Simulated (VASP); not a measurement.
# Si2C3 (P-6m2) in VASP: further runs

Runs on Si2C3. Level: PBE. Tasks: single point, relaxation of cell and atoms.

All numbers are computed with VASP 6.6.1; they aren't measurements. Logs are shortened: lines on timing, memory, paths and dates and some standing lists are left out, and cuts for length are marked.

### Step 1. The cell of the first run

It takes space group P-6m2 (No. 187, hexagonal). The conventional cell has a = 2.674 Å, b = 2.674 Å, c = 22.233 Å, α = 90.00°, β = 90.00°, γ = 120.00°. Within 3.5 Å of Si (site symmetry 3m) lie 6 Si at 2.67 Å and 6 C at 2.71 Å. Within 3.5 Å of Si (site symmetry -6m2) lie 6 Si at 2.67 Å and 6 C at 2.71 Å. Si (site symmetry -6m2) has 6 Si at 2.67 Å and 6 C at 2.71 Å within 3.5 Å. C (site symmetry 3m) has 9 C at 2.67 to 2.71 Å and 3 Si at 2.71 Å within 3.5 Å. C (site symmetry 3m) has 9 C at 2.67 to 2.71 Å and 3 Si at 2.71 Å within 3.5 Å. Within 3.5 Å of C (site symmetry 3m) lie 6 C at 2.67 Å and 6 Si at 2.71 Å.

### Step 2. Single point, PBE, collinear spin

INCAR

```
ALGO = Normal
EDIFF = 1E-6
ENCUT = 520
GGA = PE
ISIF = 2
ISMEAR = 0
ISPIN = 2
LASPH = T
LCHARG = F
LORBIT = 11
LREAL = F
LWAVE = F
MAGMOM = 0 0 0 0 1 1 1 1 1 1
NBANDS = 35
NELM = 150
PREC = Accurate
SIGMA = 0.1
```

KPOINTS

```
k-points
0
Gamma
  6 6 1
```

POSCAR

```
Si2C3
1.0
    2.6739808600      0.0000000000      0.0000000000
   -1.3369904300      2.3157353600      0.0000000000
    0.0000000000      0.0000000000     22.2325084500
Si C
4 6
Direct
    0.6666666700      0.3333333300      0.8000000000
    0.6666666700      0.3333333300      0.0000000000
    0.6666666700      0.3333333300      0.2000000000
    0.3333333300      0.6666666700      0.5000000000
    0.6666666700      0.3333333300      0.4000000000
    0.6666666700      0.3333333300      0.6000000000
    0.3333333300      0.6666666700      0.7000000000
    0.3333333300      0.6666666700      0.9000000000
    0.3333333300      0.6666666700      0.1000000000
    0.3333333300      0.6666666700      0.3000000000
```

Potentials or basis: VASP PAW PBE potentials, release 64 (Si, C).

Command:

```
$ cat potpaw_PBE.64/Si/POTCAR potpaw_PBE.64/C/POTCAR > POTCAR
$ mpirun -np 1 vasp_std > vasp.out
```

OUTCAR:

```text
EDIFF = 1E-6
   ENCUT = 520
   GGA = PE
   ISIF = 2
   ISMEAR = 0
   ISPIN = 2
   LASPH = T
   LORBIT = 11
   LREAL = F
   NELM = 150
   PREC = Accurate

 ion  position               nearest neighbor table
   1  0.667  0.333  0.800-
   2  0.667  0.333  0.000-
   3  0.667  0.333  0.200-
   4  0.333  0.667  0.500-
   5  0.667  0.333  0.400-
   6  0.667  0.333  0.600-
   7  0.333  0.667  0.700-
   8  0.333  0.667  0.900-
   9  0.333  0.667  0.100-
  10  0.333  0.667  0.300-

  LATTYP: Found a hexagonal cell.
 ALAT       =     2.6739808600
 C/A-ratio  =     8.3143857843

  Lattice vectors:

 A1 = (   2.6739808600,   0.0000000000,   0.0000000000)
 A2 = (  -1.3369904300,   2.3157353600,   0.0000000000)
 A3 = (   0.0000000000,   0.0000000000,  22.2325084500)

Analysis of symmetry for initial positions (statically):
=====================================================================
 Subroutine PRICEL returns:
 Original cell was already a primitive cell.

 Routine SETGRP: Setting up the symmetry group for a
 hexagonal supercell.

 Subroutine GETGRP returns: Found 12 space group operations
 (whereof 12 operations were pure point group operations)
 out of a pool of 24 trial point group operations.

The static configuration has the point symmetry D_3h.

Analysis of symmetry for dynamics (positions and initial velocities):
=====================================================================
 Subroutine PRICEL returns:
 Original cell was already a primitive cell.

 Routine SETGRP: Setting up the symmetry group for a
 hexagonal supercell.

 Subroutine GETGRP returns: Found 12 space group operations
 (whereof 12 operations were pure point group operations)
 out of a pool of 24 trial point group operations.

The dynamic configuration has the point symmetry D_3h.

Analysis of structural, dynamic, and magnetic symmetry:
=====================================================================
 Subroutine PRICEL returns:
 Original cell was already a primitive cell.

 Routine SETGRP: Setting up the symmetry group for a
 hexagonal supercell.

 Subroutine GETGRP returns: Found 12 space group operations
 (whereof 12 operations were pure point group operations)
 out of a pool of 24 trial point group operations.

The overall configuration has the point symmetry D_3h.

 Subroutine INISYM returns: Found 12 space group operations
 (whereof 12 operations are pure point group operations),
 and found     1 'primitive' translations

----------------------------------------------------------------------------------------

                                     Primitive cell

  volume of cell :     137.6689

  direct lattice vectors                    reciprocal lattice vectors
     2.673980860  0.000000000  0.000000000     0.373974255  0.215914136  0.000000000
    -1.336990430  2.315735360  0.000000000     0.000000000  0.431828272  0.000000000
     0.000000000  0.000000000 22.232508450     0.000000000  0.000000000  0.044979180

  length of vectors
     2.673980860  2.673980865 22.232508450     0.431828273  0.431828272  0.044979180

  position of ions in fractional coordinates (direct lattice)
     0.666666670  0.333333330  0.800000000
     0.666666670  0.333333330  0.000000000
     0.666666670  0.333333330  0.200000000
     0.333333330  0.666666670  0.500000000
     0.666666670  0.333333330  0.400000000
     0.666666670  0.333333330  0.600000000
     0.333333330  0.666666670  0.700000000
     0.333333330  0.666666670  0.900000000
     0.333333330  0.666666670  0.100000000
     0.333333330  0.666666670  0.300000000

  ion indices of the primitive-cell ions
   primitive index   ion index
                 1           1
                 2           2
                 3           3
                 4           4
                 5           5
[... 44 lines left out ...]
   dimension x,y,z NGX =    20 NGY =   20 NGZ =  168
   dimension x,y,z NGXF=    40 NGYF=   40 NGZF=  336
   ions per type =               4   6
   NGX,Y,Z   is equivalent  to a cutoff of  12.43, 12.43, 12.56 a.u.
   NGXF,Y,Z  is equivalent  to a cutoff of  24.87, 24.87, 25.12 a.u.
 SYSTEM =  unknown system
   PREC   = accura    normal or accurate (medium, high low for compatibility)
   ISTART =      0    job   : 0-new  1-cont  2-samecut
   ICHARG =      2    charge: 1-file 2-atom 10-const
   ISPIN  =      2    spin polarized calculation?
   LNONCOLLINEAR =      F non collinear calculations
   LSORBIT =      F    spin-orbit coupling
   LASPH  =      T    aspherical Exc in radial PAW
   ENCUT  =  520.0 eV  38.22 Ry    6.18 a.u.   4.97  4.97 41.34*2*pi/ulx,y,z
   NELM   =    150;   NELMIN=  2; NELMDL= -5     # of ELM steps
   EDIFF  = 0.1E-05   stopping-criterion for ELM
   LREAL  =      F    real-space projection
   EDIFFG = 0.1E-04   stopping-criterion for IOM
   NSW    =      0    number of steps for IOM
   IBRION =     -1    ionic relax: 0-MD 1-quasi-New 2-CG
   NFREE  =      0    steps in history (QN), initial steepest desc. (CG)
   ISIF   =      2    stress and relaxation
   ISYM   =      2    0-nonsym 1-usesym 2-fastsym
   POTIM  = 0.5000    time-step for ionic-motion
   TEBEG  =    0.0;   TEEND  =   0.0 temperature during run
   PSTRESS=    0.0 pullay stress
   NELECT =      40.0000    total number of electrons
   NUPDOWN=      -1.0000    fix difference up-down
   EMIN   =  10.00;   EMAX   =-10.00  energy-range for DOS
   EFERMI =   0.00;   METHOD = LEGACY
   ISMEAR =     0;   SIGMA  =   0.10  broadening in eV -4-tet -1-fermi 0-gaus
   EFERMI_NEDOS =   21; number of points for ismear=-14 and -15
   IALGO  =     38    algorithm
   IMIX   =      4    mixing-type and parameters
     AMIX     =   0.40;   BMIX     =  1.00
     AMIX_MAG =   1.60;   BMIX_MAG =  1.00
  volume/ion in A,a.u.               =      13.77        92.90
  Fermi-wavevector in a.u.,A,eV,Ry     =   1.084300  2.049031 15.996468  1.175707
  Thomas-Fermi vector in A             =   2.220387
   LORBIT       =     11    0 simple, 1 ext, 2 COOP (PROOUT), +10 PAW based schemes
   GGA     = PE    functional components
   LHFCALC =     F    Hartree Fock is set to
   AEXX    =    0.0000 exact exchange contribution
   IVDW    =     0    specifies the selected vdW correction
   LEPSILON=     F    determine dielectric tensor
   LRPA    =     F    only Hartree local field effects (RPA)
 spin polarized calculation
 Gauss-broadening in eV      SIGMA  =   0.10
  energy-cutoff  :      520.00
  volume of cell :      137.67
 maximum number of plane-waves:      3759
 NGX is ok and might be reduce to    20
   NGX =  9   NGY =  9   NGZ = 83

 number of electron      40.0000001 magnetization       0.0158123

 number of electron      40.0000001 magnetization      -0.0088450

 Free energy of the ion-electron system (eV)
  ---------------------------------------------------
  ext. energy  EPLUGINS =         0.00000000
  ---------------------------------------------------
  free energy    TOTEN  =       -44.37489361 eV

  energy without entropy =      -44.33010015  energy(sigma->0) =      -44.35249688

 E-fermi :   4.9478     XC(G=0): -10.4892

 val. band max:        4.9218040617   @ k =   0.1667   0.1667   0.0000
 cond. band min:       5.1034817630   @ k =   0.1667   0.1667   0.0000
 fundamental gap:      0.1816777013
 Fermi energy:         4.9477717329

 spin component 1

 k-point     1 :       0.0000    0.0000    0.0000
  band No.  band energies     occupation
      1      -8.3921      1.00000
      2      -8.0981      1.00000
      3      -8.0872      1.00000
      4      -7.4300      1.00000
      5      -7.0379      1.00000
      6      -6.1810      1.00000
[... 234 lines left out ...]
     31       5.5904      0.00000
     32       5.9873      0.00000
 Fermi energy:         4.9477717329

 spin component 2

 k-point     1 :       0.0000    0.0000    0.0000
  band No.  band energies     occupation
      1      -8.3929      1.00000
      2      -8.0998      1.00000
      3      -8.0877      1.00000
      4      -7.4303      1.00000
      5      -7.0397      1.00000
      6      -6.1831      1.00000
[... 234 lines left out ...]
     31       5.5897      0.00000
     32       5.9856      0.00000
 [bands above 32 left out]

------------------------ aborting loop because EDIFF is reached ----------------------------------------

  FORCE on cell =-STRESS in cart. coord.  units (eV):
  Direction    XX          YY          ZZ          XY          YZ          ZX
  --------------------------------------------------------------------------------------
  -------------------------------------------------------------------------------------
  Total      -15.5878622    -15.5878623    -21.0323755      0.0000000     -0.0000000      0.0000000
  in kB     -181.4100964   -181.4100973   -244.7728373      0.0000000     -0.0000000      0.0000000
  external PRESSURE =    -202.5310103 kB  Pullay stress =       0.0000000 kB

 VOLUME and BASIS-vectors are now :
 -----------------------------------------------------------------------------
  energy-cutoff  :      520.00
  volume of cell :      137.67
      direct lattice vectors                 reciprocal lattice vectors
     2.673980860  0.000000000  0.000000000     0.373974255  0.215914136  0.000000000
    -1.336990430  2.315735360  0.000000000     0.000000000  0.431828272  0.000000000
     0.000000000  0.000000000 22.232508450     0.000000000  0.000000000  0.044979180

 POSITION                                       TOTAL-FORCE (eV/Angst)
 -----------------------------------------------------------------------------------
      1.33699      0.77191     17.78601         0.000000      0.000000      0.305269
      1.33699      0.77191      0.00000         0.000000      0.000000      0.000000
      1.33699      0.77191      4.44650         0.000000     -0.000000     -0.305269
     -0.00000      1.54382     11.11625         0.000000      0.000000      0.000000
      1.33699      0.77191      8.89300        -0.000000     -0.000000     -0.325841
      1.33699      0.77191     13.33951        -0.000000     -0.000000      0.325841
     -0.00000      1.54382     15.56276        -0.000000      0.000000     -0.406263
     -0.00000      1.54382     20.00926         0.000000      0.000000      0.030327
     -0.00000      1.54382      2.22325        -0.000000      0.000000     -0.030327
     -0.00000      1.54382      6.66975        -0.000000      0.000000      0.406263
 -----------------------------------------------------------------------------------
    total drift:                                0.000007     -0.000004      0.000000

  FREE ENERGIE OF THE ION-ELECTRON SYSTEM (eV)
  ---------------------------------------------------
  free  energy   TOTEN  =       -44.3748936110 eV

  energy  without entropy=      -44.3301001463  energy(sigma->0) =      -44.35249688

 total charge

# of ion       s       p       d       tot
------------------------------------------
    1        0.851   0.622   0.000   1.474
    2        0.846   0.619   0.000   1.465
    3        0.851   0.622   0.000   1.474
    4        0.849   0.631   0.000   1.480
    5        1.064   0.905   0.000   1.968
    6        1.064   0.905   0.000   1.968
    7        1.061   0.908   0.000   1.968
    8        1.041   0.975   0.000   2.015
    9        1.041   0.975   0.000   2.015
   10        1.061   0.908   0.000   1.968
--------------------------------------------------
tot          9.729   8.068   0.000  17.797

 magnetization (x)

# of ion       s       p       d       tot
------------------------------------------
    1       -0.000   0.000   0.000  -0.000
    2       -0.000  -0.000   0.000  -0.000
    3       -0.000   0.000   0.000  -0.000
    4       -0.000  -0.000   0.000  -0.000
    5       -0.000  -0.001   0.000  -0.001
    6       -0.000  -0.001   0.000  -0.001
    7        0.000   0.000   0.000   0.000
    8       -0.000  -0.001   0.000  -0.001
    9       -0.000  -0.001   0.000  -0.001
   10        0.000   0.000   0.000   0.000
--------------------------------------------------
tot         -0.001  -0.004   0.000  -0.004
```

Run time: 2 min. Hardware: 1 thread of Intel Xeon Platinum 8375C at 2.90GHz (Ice Lake), shared host; peak memory 0.3 GiB.

What came out:

| Item | Value |
| --- | --- |
| Free energy | -44.3749 eV |
| Pressure | -20.3 GPa |
| Largest force | 0.406 eV/Å |
| Band gap on the k mesh | zero (filled and empty bands overlap) |
| Net moment | -0.01 μB per cell |
| Valence electrons inside the program's atomic spheres | Si 1.47, 1.48 (each value once); C 1.97, 2.02 (each value once) |

Forces in eV/Å, atoms in the order of the input:
```
Si   0.000  0.000  0.305
Si   0.000  0.000  0.000
Si   0.000  0.000 -0.305
Si   0.000  0.000  0.000
C    0.000  0.000 -0.326
C    0.000  0.000  0.326
C    0.000  0.000 -0.406
C    0.000  0.000  0.030
C    0.000  0.000 -0.030
C    0.000  0.000  0.406
```

Stress tensor (GPa, compression positive):
```
-18.14   0.00   0.00
  0.00 -18.14   0.00
  0.00   0.00 -24.48
```

Caveat: the k points lie up to 0.45 Å⁻¹ apart, too coarse for converged energies and pressures of a metal.

### Step 3. Relaxation of cell and atoms, PBE

This run uses another cell than the first one, of 9.30 Å³/atom.

INCAR

```
SYSTEM = Si2C3
  PREC = Accurate
  ENCUT = 600
  EDIFF = 1E-6
  ISMEAR = 0
  SIGMA = 0.1
  LREAL = .False.
  LASPH = .True.
  NELM = 60
  ALGO = Normal
  ISIF = 3
  LWAVE = .False.
  LCHARG = .False.
  GGA = PE
  IBRION = 2
  NSW = 90
  EDIFFG = -0.04
```

KPOINTS

```
regular mesh
0
Gamma
  6 6 2
  0 0 0
```

POSCAR

```
Si2C3
1.0
    2.7663867881      0.0000000000      0.0000000000
   -1.3831933940      2.3957612352      0.0000000000
    0.0000000000      0.0000000000     14.0373298574
Si C
4 6
Direct
    0.6666666667      0.3333333333      0.8159082970
    0.6666666667      0.3333333333      0.0000000000
    0.6666666667      0.3333333333      0.1840917030
    0.3333333333      0.6666666667      0.5000000000
    0.6666666667      0.3333333333      0.3242411265
    0.6666666667      0.3333333333      0.6757588735
    0.3333333333      0.6666666667      0.6426177790
    0.3333333333      0.6666666667      0.8733638109
    0.3333333333      0.6666666667      0.1266361891
    0.3333333333      0.6666666667      0.3573822210
```

Potentials or basis: VASP PAW PBE potentials, release 64 (Si, C).

Command:

```
$ cat potpaw_PBE.64/Si/POTCAR potpaw_PBE.64/C/POTCAR > POTCAR
$ mpirun -np 1 vasp_std > vasp.out
```

Wall time 5.3 min (1 thread of Intel Xeon Platinum 8375C at 2.90GHz (Ice Lake), shared host); peak memory 0.25 GiB.

It converged, with:

- Free energy: -69.6881 eV
- Relaxed volume: 9.25 Å³/atom
- Relaxed cell: a = 2.766 Å, b = 2.766 Å, c = 13.958 Å, α = 90.00°, β = 90.00°, γ = 120.00°
- Space group after relaxing (to 0.1 Å): P-6m2 (No. 187)
- Energy gained by relaxing: 1.3 meV/atom
- Ionic steps: 12
- Pressure after relaxing: 0.0 GPa
- Largest force after relaxing: 0.025 eV/Å
- Band gap on the k mesh: zero (bands 20 and 21 overlap by 4.23 eV)

Forces on the atoms (eV/Å):
```
Si   0.000  0.000 -0.022
Si   0.000  0.000  0.000
Si   0.000  0.000  0.022
Si   0.000  0.000  0.000
C    0.000  0.000 -0.004
C    0.000  0.000  0.004
C    0.000  0.000 -0.021
C    0.000  0.000  0.025
C    0.000  0.000 -0.025
C    0.000  0.000  0.021
```

Step by step:
```csv
step,energy change (eV),largest force (eV/Å),pressure (GPa),volume (Å³)
1,0.0000,0.2841,-0.08,93.03
2,-0.0033,0.2450,-0.28,92.97
3,-0.0062,0.1135,-0.21,93.00
4,-0.0079,0.0830,0.06,92.84
5,-0.0088,0.1038,0.48,92.61
6,-0.0096,0.0943,0.39,92.62
7,-0.0115,0.0640,0.12,92.65
8,-0.0121,0.0542,-0.41,92.72
9,-0.0124,0.0571,-0.23,92.69
10,-0.0127,0.0404,-0.06,92.61
11,-0.0128,0.0502,0.06,92.55
12,-0.0130,0.0247,0.02,92.51
```

Final structure:
```
Si C
1.0
     2.76635    0.00000    0.00000
    -1.38317    2.39573    0.00000
     0.00000    0.00000   13.95824
Si C
4 6
Direct
  0.66667 0.33333 0.81736
  0.66667 0.33333 0.00000
  0.66667 0.33333 0.18264
  0.33333 0.66667 0.50000
  0.66667 0.33333 0.32290
  0.66667 0.33333 0.67710
  0.33333 0.66667 0.64445
  0.33333 0.66667 0.87611
  0.33333 0.66667 0.12389
  0.33333 0.66667 0.35555
```

Levels at points of the mesh, in eV from the Fermi level:
```csv
k point,band 17,band 18,band 19,band 20,band 21,band 22,band 23,band 24
"(0.00, 0.00, 0.00)",-0.89,-0.76,-0.76,1.77,4.15,4.17,4.29,4.29
"(0.50, 0.00, 0.00)",-3.63,-3.23,-3.01,-2.89,-0.04,0.32,1.70,2.74
"(0.00, 0.00, 0.50)",-0.76,-0.76,0.44,0.74,4.15,4.17,4.29,4.29
"(0.50, 0.00, 0.50)",-3.23,-3.22,-3.12,-3.01,-0.33,1.00,1.29,2.62
```

Caveat: the k points lie up to 0.44 Å⁻¹ apart in the final cell, too coarse for converged energies and pressures of a metal.

The gap in the log of VASP goes by the Fermi energy; the results here count the filled bands.